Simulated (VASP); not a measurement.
Set up this calculation in VASP 6.6.1, as the native input.

```
Task                   : single point
Functional             : PBE
Potentials or basis    : VASP PAW PBE potentials, release 64 (Li_sv, O)
Cutoff                 : 750 eV
k mesh                 : 2 × 2 × 2
Occupations            : gaussian, width 0.1 eV
Spin                   : no spin polarisation
Dipole correction      : no
Further INCAR settings : ALGO = Normal; EDIFF = 1e-06; NBANDS = 13
```

The structure of Li2O lies in POSCAR:

```
Li2O
1.0
    0.0000000000      2.3268543819      2.3268543819
    2.3268543819      0.0000000000      2.3268543819
    2.3268543819      2.3268543819      0.0000000000
Li O
2 1
Direct
    0.7500000000      0.7500000000      0.7500000000
    0.2500000000      0.2500000000      0.2500000000
    0.0000000000      0.0000000000      0.0000000000
```

One way to write it, as run:

INCAR

```
SYSTEM = Li2O
PREC = Accurate
ENCUT = 750
EDIFF = 1E-6
ISMEAR = 0
SIGMA = 0.1
LREAL = .False.
LASPH = .True.
NELM = 120
ALGO = Normal
ISIF = 2
LWAVE = .False.
LCHARG = .False.
GGA = PE
NBANDS = 13
GGA_COMPAT = .False.
```

KPOINTS

```
Automatic mesh
0
Gamma
  2 2 2
  0 0 0
```

Potentials or basis: VASP PAW PBE potentials, release 64 (Li_sv, O).

Run with:

```console
$ cat potpaw_PBE.64/Li_sv/POTCAR potpaw_PBE.64/O/POTCAR > POTCAR
$ mpirun -np 1 vasp_std > vasp.out
```

It gave:

```
Pressure               : 0.6 GPa
Band gap on the k mesh : 4.75 eV, indirect (least direct gap 4.96 eV)
```

Caveat: the k points lie up to 1.17 Å⁻¹ apart.

It used 4.8 s of CPU time on 1 thread of AMD EPYC 7R13 Processor (Zen 3) (shared host).
